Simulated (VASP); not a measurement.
Wanted: the native input for a VASP 6.6.1 run.

```
Task                            : G0W0 quasiparticle levels
Functional                      : PBE
Potentials or basis             : VASP PAW PBE potentials, release 64 (Mg_GW, S_GW)
Cutoff                          : 500 eV
k mesh                          : 4 × 4 × 4
Occupations                     : gaussian, width 0.01 eV
Spin                            : no spin polarisation
Dipole correction               : no
GW scheme                       : G0W0
GW iterations                   : 1
Cutoff of the response function : 80
Frequency points                : 48
Empty bands                     : 57
Further INCAR settings          : ALGO = EVGW0; EDIFF = 1e-08; NBANDS = 61
```

Crystal: MgS.

```
Mg S
1.0
     0.00000    2.60152    2.60152
     2.60152    0.00000    2.60152
     2.60152    2.60152    0.00000
Mg S
1 1
Direct
  0.00000 0.00000 0.00000
  0.50000 0.50000 0.50000
```

These files were run (other wordings do the same):

POSCAR

```
MgS
1.0
    0.0000000000      2.6015179362      2.6015179362
    2.6015179362      0.0000000000      2.6015179362
    2.6015179362      2.6015179362      0.0000000000
Mg S
1 1
Direct
    0.0000000000      0.0000000000      0.0000000000
    0.5000000000      0.5000000000      0.5000000000
```

INCAR.step1

```
PREC     = Accurate       # precision mode
ENCUT    = 500            # plane-wave cutoff, eV
EDIFF    = 1E-8           # SCF threshold, eV
ISMEAR   = 0              # smearing method
SIGMA    = 0.01           # smearing width, eV
LREAL    = False          # projectors in reciprocal space
LASPH    = True           # aspherical terms in the spheres
NELM     = 100            # most SCF steps
ALGO     = Normal         # electronic algorithm
LWAVE    = True           # write WAVECAR
LCHARG   = False          # write CHGCAR
GGA      = PE             # functional
```

INCAR.step2

```
PREC     = Accurate       # precision mode
ENCUT    = 500            # plane-wave cutoff, eV
EDIFF    = 1E-8           # SCF threshold, eV
ISMEAR   = 0              # smearing method
SIGMA    = 0.01           # smearing width, eV
LREAL    = False          # projectors in reciprocal space
LASPH    = True           # aspherical terms in the spheres
NELM     = 1              # most SCF steps
ALGO     = Exact          # electronic algorithm
LWAVE    = True           # write WAVECAR
LCHARG   = False          # write CHGCAR
GGA      = PE             # functional
NBANDS   = 61             # bands
LOPTICS  = True           # frequency-dependent dielectric function
ISTART   = 1
```

INCAR.step3

```
PREC     = Accurate       # precision mode
ENCUT    = 500            # plane-wave cutoff, eV
EDIFF    = 1E-8           # SCF threshold, eV
ISMEAR   = 0              # smearing method
SIGMA    = 0.01           # smearing width, eV
LREAL    = False          # projectors in reciprocal space
LASPH    = True           # aspherical terms in the spheres
ALGO     = EVGW0          # electronic algorithm
LWAVE    = False          # write WAVECAR
LCHARG   = False          # write CHGCAR
GGA      = PE             # functional
NELMGW   = 1            
NBANDS   = 61             # bands
ENCUTGW  = 80.0           # cutoff of the response function
NOMEGA   = 48             # frequency points
PRECFOCK = Fast         
ISTART   = 1            
NBANDSGW = 12
```

KPOINTS

```
regular mesh
0
Gamma
  4 4 4
```

Potentials or basis: VASP PAW PBE potentials, release 64 (Mg_GW, S_GW).

Command:

```console
$ cat potpaw_PBE.64/Mg_GW/POTCAR potpaw_PBE.64/S_GW/POTCAR > POTCAR
$ cp INCAR.step1 INCAR
$ mpirun -np 1 vasp_std > vasp.out
$ cp INCAR.step2 INCAR
$ mpirun -np 1 vasp_std > vasp.out
$ cp INCAR.step3 INCAR
$ mpirun -np 1 vasp_std > vasp.out
```

It gave:

```yaml
Band_gap_on_the_k_mesh_mean-field_level: 2.75 eV, indirect (least direct gap 3.70 eV)
Quasiparticle_gap: 4.06 eV
Least_direct_quasiparticle_gap: 5.05 eV
```

Caveat: the k points lie up to 0.52 Å⁻¹ apart; bands, screening cutoff and mesh are small and nothing is extrapolated, so the quasiparticle values aren't converged.

Wall time 75 s on 1 thread of AMD EPYC 9R45 (Zen 5), on a shared host, peak memory 0.26 GiB.
